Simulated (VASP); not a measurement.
# Sn (Immm) in VASP: notebook, part 2 of 2

VASP 6.6.1. Earlier steps stand in the parts before.

## 4. Relaxation of shape and atoms at fixed volume, PBEsol+D3(BJ) (23.56 Å³/atom)

This run uses another cell than the first one, of 23.56 Å³/atom.

INCAR reads:

```
PREC = Accurate
ENCUT = 600
EDIFF = 1E-6
ISMEAR = 0
SIGMA = 0.1
LREAL = F
LASPH = T
NELM = 80
ALGO = Fast
ISIF = 4
LWAVE = F
LCHARG = F
GGA = PS
IVDW = 12
IBRION = 2
NSW = 50
EDIFFG = -0.01
```

KPOINTS reads:

```
regular mesh
0
Gamma
  16 16 16
```

POSCAR reads:

```
Sn
1.0
   -1.7849557668      1.6951330113      1.9462656408
    1.7849557668     -1.6951330113      1.9462656408
    1.7849557668      1.6951330113     -1.9462656408
Sn
1
Direct
    0.0000000000      0.0000000000      0.0000000000
```

Potentials or basis: VASP PAW PBE potentials, release 64 (Sn_d).

Run with:

```sh
$ cat potpaw_PBE.64/Sn_d/POTCAR > POTCAR
$ mpirun -np 1 vasp_std > vasp.out
```

OUTCAR:

```text
PREC = Accurate
   ENCUT = 600
   EDIFF = 1E-6
   ISMEAR = 0
   LREAL = F
   LASPH = T
   NELM = 80
   ISIF = 4
   GGA = PS
   IVDW = 12
   IBRION = 2
   NSW = 50
   EDIFFG = -0.01
 IVDW          = 12

 ion  position               nearest neighbor table
   1  0.000  0.000  0.000-

  LATTYP: Found a body centered orthorhombic cell.
 ALAT       =     3.3902660226
 B/A-ratio  =     1.0529886179
 C/A-ratio  =     1.1481492177

  Lattice vectors:

 A1 = (   1.7849557668,  -1.6951330113,  -1.9462656408)
 A2 = (  -1.7849557668,   1.6951330113,  -1.9462656408)
 A3 = (   1.7849557668,   1.6951330113,   1.9462656408)

Analysis of symmetry for initial positions (statically):
=====================================================================
 Subroutine PRICEL returns:
 Original cell was already a primitive cell.

 Routine SETGRP: Setting up the symmetry group for a
 body centered orthorhombic supercell.

 Subroutine GETGRP returns: Found  8 space group operations
 (whereof  8 operations were pure point group operations)
 out of a pool of  8 trial point group operations.

The static configuration has the point symmetry D_2h.

Analysis of symmetry for dynamics (positions and initial velocities):
=====================================================================
 Subroutine PRICEL returns:
 Original cell was already a primitive cell.

 Routine SETGRP: Setting up the symmetry group for a
 body centered orthorhombic supercell.

 Subroutine GETGRP returns: Found  8 space group operations
 (whereof  8 operations were pure point group operations)
 out of a pool of  8 trial point group operations.

The dynamic configuration has the point symmetry D_2h.

 Subroutine INISYM returns: Found  8 space group operations
 (whereof  8 operations are pure point group operations),
 and found     1 'primitive' translations

----------------------------------------------------------------------------------------

                                     Primitive cell

  volume of cell :      23.5556

  direct lattice vectors                    reciprocal lattice vectors
    -1.784955767  1.695133011  1.946265641     0.000000000  0.294962104  0.256902239
     1.784955767 -1.695133011  1.946265641     0.280118986  0.000000000  0.256902239
[... 115 lines left out ...]
 non-spin polarized calculation
 RMM-DIIS sequential band-by-band and
 Gauss-broadening in eV      SIGMA  =   0.10
  energy-cutoff  :      600.00
  volume of cell :       23.56
 maximum number of plane-waves:       803
 NGX is ok and might be reduce to    28
   NGX = 13   NGY = 13   NGZ = 13

--------------------------------------- Ionic step        1  -------------------------------------------

 number of electron      14.0000000 magnetization

 Free energy of the ion-electron system (eV)
  ---------------------------------------------------
  ext. energy  EPLUGINS =         0.00000000
  ---------------------------------------------------
  free energy    TOTEN  =        -4.17922066 eV

  energy without entropy =       -4.17693406  energy(sigma->0) =       -4.17807736

------------------------ aborting loop because EDIFF is reached ----------------------------------------

 Edisp (eV)   -0.45208

 E8    (eV) :    -0.3191
[... 102 lines left out ...]
  FREE ENERGIE OF THE ION-ELECTRON SYSTEM (eV)
  ---------------------------------------------------
  free  energy   TOTEN  =        -4.6315199438 eV

  energy  without entropy=       -4.6291412159  energy(sigma->0) =       -4.63033058

[... ionic steps 4 to 21 ...]

--------------------------------------- Ionic step       22  -------------------------------------------

 number of electron      14.0000002 magnetization

------------------------ aborting loop because EDIFF is reached ----------------------------------------
[... 73 lines left out ...]
--------------------------------------- Ionic step       24  -------------------------------------------

 number of electron      14.0000002 magnetization

 Free energy of the ion-electron system (eV)
  ---------------------------------------------------
  ext. energy  EPLUGINS =         0.00000000
  ---------------------------------------------------
  free energy    TOTEN  =        -4.18163992 eV

  energy without entropy =       -4.17903131  energy(sigma->0) =       -4.18033561

 E-fermi :   9.7925     XC(G=0): -11.1933

 val. band max:        9.7772298970   @ k =   0.4375   0.3125   0.0625
 cond. band min:       9.7998497896   @ k =   0.3750   0.1875  -0.0000
 fundamental gap:      0.0226198926
 Fermi energy:         9.7925351197

 k-point     1 :       0.0000    0.0000    0.0000
  band No.  band energies     occupation
      1     -11.8154      2.00000
      2     -11.7518      2.00000
      3     -11.7517      2.00000
      4     -11.6269      2.00000
      5     -11.5385      2.00000
      6      -2.4491      2.00000
      7      18.4463      0.00000
      8      18.4463      0.00000
      9      19.9573      0.00000
     10      22.2121      0.00000
     11      22.2128      0.00000
[... 309 lines left out ...]
 k-point    24 :      -0.1250    0.0625    0.0000
  band No.  band energies     occupation
      1     -11.8037      2.00000
      2     -11.7519      2.00000
      3     -11.7325      2.00000
      4     -11.6147      2.00000
      5     -11.5492      2.00000
      6      -2.1363      2.00000
      7      17.0281      0.00000
      8      17.9276      0.00000
      9      18.0527      0.00000
     10      20.6321      0.00000
     11      21.1284      0.00000

 [... further k-points ...]

------------------------ aborting loop because EDIFF is reached ----------------------------------------

 Edisp (eV)   -0.45206

 E8    (eV) :    -0.3191
[... 24 lines left out ...]
  FREE ENERGIE OF THE ION-ELECTRON SYSTEM (eV)
  ---------------------------------------------------
  free  energy   TOTEN  =        -4.6336995732 eV

  energy  without entropy=       -4.6310909643  energy(sigma->0) =       -4.63239527

 reached required accuracy - stopping structural energy minimisation
```

Run time: 28 min. Hardware: 1 thread of AMD EPYC 9R45 (Zen 5), shared host; peak memory 0.33 GiB.

What came out:

```yaml
Free_energy: -4.6337 eV
Energy_gained_by_relaxing: 2.4 meV/atom
Ionic_steps: 24
Pressure_after_relaxing: 4.4 GPa
Band_gap_on_the_k_mesh: zero (bands 7 and 8 overlap by 11.43 eV)
Dispersion_energy_per_atom: -0.452 eV
```

Step by step:
```
step  energy change (eV)  largest force (eV/Å)  pressure (GPa)  volume (Å³)
   1              0.0000                0.0000            4.53        23.56
   2             -0.0001                0.0000            4.51        23.56
   3             -0.0002                0.0000            4.47        23.56
   4             -0.0005                0.0000            4.43        23.56
   5             -0.0006                0.0000            4.41        23.56
   6             -0.0002                0.0000            4.38        23.56
   7             -0.0005                0.0000            4.38        23.56
   8             -0.0008                0.0000            4.39        23.56
   9             -0.0008                0.0000            4.38        23.56
  10             -0.0008                0.0000            4.39        23.56
  11             -0.0009                0.0000            4.40        23.56
  12             -0.0010                0.0000            4.40        23.56
  13             -0.0011                0.0000            4.41        23.56
  14             -0.0011                0.0000            4.39        23.56
  15             -0.0012                0.0000            4.35        23.56
  16             -0.0015                0.0000            4.37        23.56
  17             -0.0021                0.0000            4.35        23.56
  18             -0.0023                0.0000            4.39        23.56
  19             -0.0024                0.0000            4.39        23.56
  20             -0.0024                0.0000            4.36        23.56
  21             -0.0024                0.0000            4.35        23.56
  22             -0.0024                0.0000            4.38        23.56
  23             -0.0024                0.0000            4.36        23.56
  24             -0.0024                0.0000            4.37        23.56
```

Final structure:
```xyz
1
Lattice="-1.8741 1.6768 1.8740 1.8741 -1.6768 1.8740 1.8741 1.6768 -1.8740" Properties=species:S:1:pos:R:3 pbc="T T T"
Sn    1.8741    1.6768   -1.8740
```

Levels at points of the mesh, in eV from the Fermi level:
```csv
k point,band 3,band 4,band 5,band 6,band 7,band 8,band 9,band 10,band 11
"(0.00, 0.00, 0.00)",-21.54,-21.42,-21.33,-12.24,8.65,8.65,10.16,12.42,12.42
"(0.50, 0.00, 0.00)",-21.38,-21.32,-21.23,-6.25,-5.09,3.65,5.20,8.19,8.28
"(0.00, 0.50, 0.00)",-21.43,-21.38,-21.25,-7.19,-5.44,5.35,7.43,10.24,10.27
"(0.50, 0.50, 0.00)",-21.38,-21.32,-21.23,-6.25,-5.09,3.65,5.20,8.19,8.28
"(0.50, 0.50, 0.50)",-21.27,-21.27,-21.24,-2.05,-1.42,-1.42,1.07,3.24,4.96
```

Caveat: the PAW data sets were made with another functional, which shifts forces and pressure a little; spin-orbit coupling is left out, which moves the levels of the heavy elements.

## 5. Overview

```csv
cell,gap on the mesh (eV),pressure (GPa)
"relaxed from a = 3.068 Å, angles 106.7, 115.3, 106.6°, 1 atom",none,10.7
"relaxed from a = 3.102 Å, angles 106.7, 115.3, 106.5°, 1 atom",none,7.3
"relaxed from a = 3.138 Å, angles 110.7, 114.6, 103.3°, 1 atom",none,4.4
```

Alike in all rows: task relaxation of shape and atoms at fixed volume; level PBEsol+D3(BJ); potentials or basis VASP PAW PBE potentials, release 64 (Sn_d); no spin polarisation; k mesh 16 × 16 × 16; cutoff (eV) 600; smearing gaussian 0.1 eV.

Caveats: the PAW data sets were made with another functional, which shifts forces and pressure a little; spin-orbit coupling is left out, which moves the levels of the heavy elements.

Total energies depend on the potentials used, so only differences within one code and one set of settings carry meaning.

The gap in the log of VASP goes by the Fermi energy; the results here count the filled bands.